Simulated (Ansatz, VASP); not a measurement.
## One calculation of Si4Cl, two programs

The input INCAR:

```
SYSTEM = Si4Cl
PREC = Accurate
ENCUT = 600
EDIFF = 1E-7
ISMEAR = 0
SIGMA = 0.1
LREAL = .False.
LASPH = .True.
NELM = 80
ALGO = Normal
ISIF = 3
LWAVE = .False.
LCHARG = .False.
GGA = PE
IBRION = 2
NSW = 90
EDIFFG = -0.04
```

File KPOINTS:

```
regular mesh
0
Gamma
  4 4 6
  0 0 0
```

POSCAR

```
Si4Cl
1.0
    3.5782451100     -3.8064745700      0.0000000000
    3.5782451100      3.8064745700      0.0000000000
    0.0000000000      0.0000000000      3.1837804900
Si Cl
4 1
Direct
    0.2796676500      0.2796676500      0.0000000000
    0.1815461400      0.8184538600      0.5000000000
    0.8184538600      0.1815461400      0.5000000000
    0.7203323500      0.7203323500      0.0000000000
    0.0000000000      0.0000000000      0.0000000000
```

Input for Ansatz:

```yaml
crystal:
  lattice:
    - [3.57824511, -3.80647457, 0.0]
    - [3.57824511, 3.80647457, 0.0]
    - [0.0, 0.0, 3.18378049]
  atoms:
    - { symbol: Si, position: [0.27966765, 0.27966765, 0.0] }
    - { symbol: Si, position: [0.18154614, 0.81845386, 0.5] }
    - { symbol: Si, position: [0.81845386, 0.18154614, 0.5] }
    - { symbol: Si, position: [0.72033235, 0.72033235, 0.0] }
    - { symbol: Cl, position: [0.0, 0.0, 0.0] }
basis:
  ecutwfc: 420
kpoints:
  mp_grid: { grid: [4, 4, 6] }
hamiltonian:
  xc: pbe
scf:
  occupations: { method: gaussian, width: 0.1 }
  lower_state_search: "off"
output:
  forces: true
  stress: true
  eigenvalues: true
relax:
  adjacent_minimum: "off"
  f_tol: 0.04
  max_steps: 70
  cell: { stress_tol: 0.4 }
```

Change from the starting cell: species swapped into the OsCl4 type (Cmmm, No. 65).

Alike in both runs: task relaxation of cell and atoms; functional PBE; k mesh 4 × 4 × 6; occupations gaussian, width 0.1 eV; no spin polarisation.

|  | VASP | Ansatz |
| --- | --- | --- |
| version | VASP 6.6.1 | Ansatz 0.2.0 |
| potentials or method | VASP PAW PBE potentials, release 64 (Si, Cl), cutoff 600 eV | scalar-relativistic, plane waves, PAW |
| valence electrons in the cell | 23 | 23 |

Ansatz gave:

```
gap on the k mesh at the Fermi level, each at its own relaxed structure (eV) : none
relaxed volume (Å³/atom)                                                     : 24.65
relaxed cell length with the largest relative difference (Å)                 : 3.260
```

Q: What did VASP give for the same quantities?

A: gap on the k mesh at the Fermi level, each at its own relaxed structure (eV): none; relaxed volume (Å³/atom): 22.98; relaxed cell length with the largest relative difference (Å): 3.076.

A gap of «none» marks a metal or a gap that the smearing closes. One of these differences is far larger than is usual between the two programs; its cause wasn't traced.

Noted on VASP's run: the volume moved by over 15 % at a fixed basis, so the end points are rough.
